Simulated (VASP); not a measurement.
# CsLi3O2 (P6/mmm) in VASP: notebook, part 2 of 2

VASP 6.6.1. Earlier steps stand in the parts before.

**3. Relaxation of cell and atoms, PBE**

This run uses another cell than the first one, of 17.76 Å³/atom.

File INCAR:

```
SYSTEM = CsLi3O2
PREC = Accurate
ENCUT = 600
EDIFF = 1E-6
ISMEAR = 0
SIGMA = 0.1
LREAL = .FALSE.
LASPH = .TRUE.
NELM = 100
ALGO = Normal
ISIF = 3
LWAVE = .FALSE.
LCHARG = .FALSE.
GGA = PE
IBRION = 2
NSW = 90
EDIFFG = -0.04
```

File KPOINTS:

```
Automatic mesh
0
G
  6 6 4
  0 0 0
```

File POSCAR:

```
CsLi3O2
1.0
    4.3368030100      0.0000000000      0.0000000000
   -2.1684015100      3.7557815800      0.0000000000
    0.0000000000      0.0000000000      6.5423908400
Cs Li O
1 3 2
Direct
    0.0000000000      0.0000000000      0.5000000000
    0.0000000000      0.0000000000      0.0000000000
    0.3333333300      0.6666666700      0.0000000000
    0.6666666700      0.3333333300      0.0000000000
    0.3333333300      0.6666666700      0.5000000000
    0.6666666700      0.3333333300      0.5000000000
```

Potentials or basis: VASP PAW PBE potentials, release 64 (Cs_sv, Li_sv, O).

Started as:

```bash
$ cat potpaw_PBE.64/Cs_sv/POTCAR potpaw_PBE.64/Li_sv/POTCAR potpaw_PBE.64/O/POTCAR > POTCAR
$ mpirun -np 1 vasp_std > vasp.out
```

OUTCAR:

```text
SYSTEM = CsLi3O2
   PREC = Accurate
   ENCUT = 600
   EDIFF = 1E-6
   ISMEAR = 0
   LREAL = .FALSE.
   LASPH = .TRUE.
   NELM = 100
   ISIF = 3
   GGA = PE
   IBRION = 2
   NSW = 90
   EDIFFG = -0.04

 ion  position               nearest neighbor table
   1  0.000  0.000  0.500-   5 2.50   6 2.50   6 2.50   5 2.50   6 2.50   5 2.50
   2  0.000  0.000  0.000-   3 2.50   4 2.50   4 2.50   3 2.50   4 2.50   3 2.50
   3  0.333  0.667  0.000-   4 2.50   4 2.50   2 2.50   2 2.50   2 2.50   4 2.50
   4  0.667  0.333  0.000-   3 2.50   3 2.50   2 2.50   2 2.50   2 2.50   3 2.50
   5  0.333  0.667  0.500-   1 2.50   1 2.50   1 2.50
   6  0.667  0.333  0.500-   1 2.50   1 2.50   1 2.50

  LATTYP: Found a hexagonal cell.
 ALAT       =     4.3368030100
 C/A-ratio  =     1.5085745940

  Lattice vectors:

 A1 = (   4.3368030100,   0.0000000000,   0.0000000000)
 A2 = (  -2.1684015100,   3.7557815800,   0.0000000000)
 A3 = (   0.0000000000,   0.0000000000,   6.5423908400)

Analysis of symmetry for initial positions (statically):
=====================================================================
 Subroutine PRICEL returns:
 Original cell was already a primitive cell.

 Routine SETGRP: Setting up the symmetry group for a
 hexagonal supercell.

 Subroutine GETGRP returns: Found 24 space group operations
[... 181 lines left out ...]
  external PRESSURE =      78.3563536 kB  Pullay stress =       0.0000000 kB
[... 101 lines left out ...]
  FREE ENERGIE OF THE ION-ELECTRON SYSTEM (eV)
  ---------------------------------------------------
  free  energy   TOTEN  =       -14.3321714164 eV

  energy  without entropy=      -14.2890890378  energy(sigma->0) =      -14.31063023

 E-fermi :  -0.1162     XC(G=0):  -7.4387

 val. band max:       -0.1509857078   @ k =   0.1667   0.0000   0.5000
 cond. band min:      -0.1111053854   @ k =   0.1667   0.1667   0.5000
 fundamental gap:      0.0398803224
 Fermi energy:        -0.1162367850

 k-point     1 :       0.0000    0.0000    0.0000
  band No.  band energies     occupation
      1     -47.9236      2.00000
      2     -47.5169      2.00000
      3     -47.5062      2.00000
      4     -20.2046      2.00000
      5     -15.5218      2.00000
      6     -15.1792      2.00000
[... 439 lines left out ...]
      6     -15.4377      2.00000
[... 11 lines left out ...]
     18       0.4079      0.00000
     19       2.7110      0.00000

[... ionic steps 4 to 11 ...]

--------------------------------------- Ionic step       12  -------------------------------------------

 number of electron      30.0000041 magnetization

------------------------ aborting loop because EDIFF is reached ----------------------------------------
[... 75 lines left out ...]
--------------------------------------- Ionic step       14  -------------------------------------------

 number of electron      30.0000043 magnetization

 Free energy of the ion-electron system (eV)
  ---------------------------------------------------
  ext. energy  EPLUGINS =         0.00000000
  ---------------------------------------------------
  free energy    TOTEN  =       -16.38568973 eV

  energy without entropy =      -16.35723159  energy(sigma->0) =      -16.37146066

 E-fermi :   1.7811     XC(G=0):  -8.4500

 val. band max:        1.7769548453   @ k =   0.3333   0.1667   0.5000
 cond. band min:       1.7885323021   @ k =   0.1667   0.0000   0.5000
 fundamental gap:      0.0115774567
 Fermi energy:         1.7811068410

 k-point     1 :       0.0000    0.0000    0.0000
  band No.  band energies     occupation
      1     -48.6510      2.00000
      2     -44.3273      2.00000
      3     -44.3189      2.00000
      4     -20.8077      2.00000
      5     -13.7869      2.00000
      6     -13.4221      2.00000
[... 484 lines left out ...]
  FREE ENERGIE OF THE ION-ELECTRON SYSTEM (eV)
  ---------------------------------------------------
  free  energy   TOTEN  =       -16.3856897257 eV

  energy  without entropy=      -16.3572315905  energy(sigma->0) =      -16.37146066

 reached required accuracy - stopping structural energy minimisation
```

OSZICAR:

```text
N       E                     dE             d eps       ncg     rms          rms(c)
DAV:   1     0.236407232702E+03    0.23641E+03   -0.14153E+04   798   0.169E+03
DAV:   2     0.126566783246E+02   -0.22375E+03   -0.21342E+03  1079   0.345E+02
DAV:   3    -0.166331337111E+02   -0.29290E+02   -0.27985E+02  1270   0.108E+02
DAV:   4    -0.190128862400E+02   -0.23798E+01   -0.23676E+01  1252   0.265E+01
[... 183 lines left out ...]
DAV:   4    -0.163858032809E+02    0.21931E-04   -0.68647E-03  1035   0.401E-01    0.132E-01
DAV:   5    -0.163857308389E+02    0.72442E-04   -0.10463E-03   940   0.147E-01    0.646E-02
DAV:   6    -0.163856937481E+02    0.37091E-04   -0.19752E-04  1013   0.570E-02    0.177E-02
DAV:   7    -0.163856903670E+02    0.33811E-05   -0.19432E-05   970   0.189E-02    0.773E-03
DAV:   8    -0.163856897257E+02    0.64129E-06   -0.94394E-07   550   0.597E-03
  14 F= -.16385690E+02 E0= -.16371461E+02  d E =-.352355E-02
```

CONTCAR:

```text
CsLi3O2
   1.00000000000000
     5.3071972798815024   -0.0000000011335610   -0.0000000000000000
    -2.6535986470412336    4.5961676712847472    0.0000000000000000
     0.0000000000000000    0.0000000000000000    4.3065163910760083
  Cs              Li              O
     1     3     2
Direct
     0.0000000000000000    0.0000000000000000    0.5000000000000000
     0.0000000000000000    0.0000000000000000    0.0000000000000000
     0.3333333300000021    0.6666666699999979    0.0000000000000000
     0.6666666699999979    0.3333333300000021    0.0000000000000000
     0.3333333300000021    0.6666666699999979    0.5000000000000000
     0.6666666699999979    0.3333333300000021    0.5000000000000000

  0.00000000E+00  0.00000000E+00  0.00000000E+00
  0.00000000E+00  0.00000000E+00  0.00000000E+00
  0.00000000E+00  0.00000000E+00  0.00000000E+00
  0.00000000E+00  0.00000000E+00  0.00000000E+00
  0.00000000E+00  0.00000000E+00  0.00000000E+00
  0.00000000E+00  0.00000000E+00  0.00000000E+00
```

Wall time 16 min (1 thread of Intel Xeon 8259CL, shared host); peak memory 0.3 GiB.

What came out:

```
Free energy                           : -16.3857 eV
Relaxed volume                        : 17.51 Å³/atom
Relaxed cell                          : a = 5.307 Å, b = 5.307 Å, c = 4.307 Å, α = 90.00°, β = 90.00°, γ = 120.00°
Space group after relaxing (to 0.1 Å) : P6/mmm (No. 191)
Energy gained by relaxing             : 591.9 meV/atom
Ionic steps                           : 14
Pressure after relaxing               : 0.0 GPa
Band gap on the k mesh                : zero (bands 15 and 16 overlap by 0.33 eV)
```

Step by step:
```tsv
step	energy change (eV)	largest force (eV/Å)	pressure (GPa)	volume (Å³)
1	0.0000	0.0000	7.84	106.56
2	-0.9758	0.0000	2.53	120.21
3	-1.4978	0.0000	-1.34	136.88
4	-1.5576	0.0000	-2.80	144.34
5	-2.0024	0.0000	-3.37	137.65
6	-2.6677	0.0000	-3.71	128.17
7	-3.2167	0.0000	0.71	106.73
8	-3.2137	0.0000	-3.57	119.84
9	-3.4776	0.0000	-2.69	113.43
10	-3.4855	0.0000	-2.27	112.12
11	-3.5374	0.0000	1.31	101.82
12	-3.5478	0.0000	0.19	104.70
13	-3.5491	0.0000	-0.14	105.33
14	-3.5514	0.0000	0.01	105.05
```

Final structure:
```xyz
6
Lattice="5.3072 0.0000 0.0000 -2.6536 4.5962 0.0000 0.0000 0.0000 4.3065" Properties=species:S:1:pos:R:3 pbc="T T T"
Cs    0.0000    0.0000    2.1533
Li    0.0000    0.0000    0.0000
Li    0.0000    3.0641    0.0000
Li    2.6536    1.5321    0.0000
O     0.0000    3.0641    2.1533
O     2.6536    1.5321    2.1533
```

Caveat: the cutoff is under 1.25 times the usual one of these potentials, so pressure, stress and relaxed cells hold a basis-set (Pulay) error; a cell axis changed by over 15 % at a fixed basis, so the end point is rough; spin-orbit coupling is left out, which moves the levels of the heavy elements.
